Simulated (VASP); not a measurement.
## LiH: single point with LDA

Crystal: LiH.

```xyz
2
Lattice="0.0000 2.1451 2.1451 2.1451 0.0000 2.1451 2.1451 2.1451 0.0000" Properties=species:S:1:pos:R:3 pbc="T T T"
Li    0.0000    0.0000    0.0000
H     1.0726    1.0726    1.0726
```

* Program: VASP 6.6.1
* Task: single point
* Functional: LDA
* Potentials or basis: VASP PAW LDA potentials, release 64 (Li_sv, H)
* Cutoff: 520 eV
* k mesh: 10 × 10 × 10
* Occupations: gaussian, width 0.01 eV
* Spin: no spin polarisation

| Item | Value |
| --- | --- |
| Band gap on the k mesh | 3.98 eV, indirect (least direct gap 5.02 eV) |

Levels at points of the mesh, in eV from the valence-band top:
```csv
k point,band 1,band 2,band 3,band 4,band 5,band 6,band 7
"(0.00, 0.00, 0.00)",-42.45,-3.75,13.11,16.82,16.82,16.82,19.64
"(0.50, 0.00, 0.00)",-42.43,-1.08,3.98,14.67,14.67,15.95,18.72
"(0.50, 0.50, 0.00)",-42.42,-0.35,6.97,9.75,10.40,10.40,18.08
```

Run time: 4 s on 1 thread of Intel(R) Xeon(R) Platinum 8488C (Sapphire Rapids), with other jobs on the host, peak memory 0.12 GiB.

 As with any semilocal functional, this LDA gap is likely too small.
